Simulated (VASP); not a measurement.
# MnS: single point with PBE

MnS:

```
CELL_PARAMETERS angstrom
0.00000 2.47346 2.47346
2.47346 0.00000 2.47346
2.47346 2.47346 0.00000
ATOMIC_POSITIONS crystal
Mn 0.00000 0.00000 0.00000
S 0.75000 0.75000 0.75000
```

```yaml
Program: VASP 6.6.1
Task: single point
Functional: PBE
Potentials_or_basis: VASP PAW PBE potentials, release 64 (Mn_pv, S)
Cutoff: 520 eV
k_mesh: 9 × 9 × 9
Occupations: gaussian, width 0.013 eV
Spin: collinear spin, ferromagnetic start
Starting_moments: "[4.0, 0.0] μB"
```

```json
{"Pressure": "3.0 GPa", "Net moment": "0.22 μB per cell", "Site moments": "Mn +0.21; S -0.00 μB", "Valence electrons inside the program's atomic spheres": "Mn 12.03; S 3.75"}
```

Levels at points of the mesh, in eV from the Fermi level:
Spin up:
```
           k point  band 6  band 7  band 8  band 9  band 10  band 11  band 12  band 13  band 14  band 15
(0.00, 0.00, 0.00)   -4.72   -4.72   -0.90   -0.90     3.67     3.67     3.67     3.78     7.90     7.90
```
Spin down:
| k point | band 6 | band 7 | band 8 | band 9 | band 10 | band 11 | band 12 | band 13 |
| --- | --- | --- | --- | --- | --- | --- | --- | --- |
| (0.00, 0.00, 0.00) | -4.68 | -4.68 | -0.62 | -0.62 | 3.73 | 3.73 | 3.73 | 3.81 |

Wall time 3.6 min on 1 thread of Intel Xeon 6975P-C (shared host), peak memory 0.2 GiB.

Caveat: the moment fell far below its start of 4 μB, so a state of higher moment may lie lower in energy; semilocal functionals often make such compounds metallic where correlation or magnetic order opens a gap, which also shifts bond lengths. With open d or f shells a metallic result of PBE can be an artefact of self-interaction; +U or a hybrid may open a gap.
